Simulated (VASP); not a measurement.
A run of VASP 6.6.1 is set up as follows.

File INCAR:

```
SYSTEM = HfB2
  PREC = Accurate
  ENCUT = 500
  EDIFF = 1E-6
  ISMEAR = 0
  SIGMA = 0.1
  LREAL = .FALSE.
  LASPH = .TRUE.
  NELM = 120
  ALGO = Normal
  ISIF = 2
  LWAVE = .FALSE.
  LCHARG = .FALSE.
  GGA = PE
  NBANDS = 15
  GGA_COMPAT = .FALSE.
```

The input KPOINTS:

```
regular mesh
0
G
  6 6 4
  0 0 0
```

POSCAR

```
HfB2
1.0
    3.1739032730      0.0000000000      0.0000000000
   -1.5869516365      2.7486808636      0.0000000000
    0.0000000000      0.0000000000      3.5249983719
Hf B
1 2
Direct
    0.0000000000      0.0000000000      0.0000000000
    0.3333333333      0.6666666667      0.5000000000
    0.6666666667      0.3333333333      0.5000000000
```

Potentials or basis: VASP PAW PBE potentials, release 64 (Hf_pv, B).

Run with:

```sh
$ cat potpaw_PBE.64/Hf_pv/POTCAR potpaw_PBE.64/B/POTCAR > POTCAR
$ mpirun -np 1 vasp_std > vasp.out
```

Question: Estimate the band gap on the k mesh.

Answer: Zero (band 8 reaches 7.72 eV, above the bottom of band 9 at 7.10 eV).

Question: Predict the pressure.

Answer: -7.0 GPa.

Stress tensor (GPa, compression positive):
```
-6.32  0.00  0.00
 0.00 -6.32  0.00
 0.00  0.00 -8.50
```

Caveat: the k points lie up to 0.45 Å⁻¹ apart; spin-orbit coupling is left out, which moves the levels of the heavy elements.
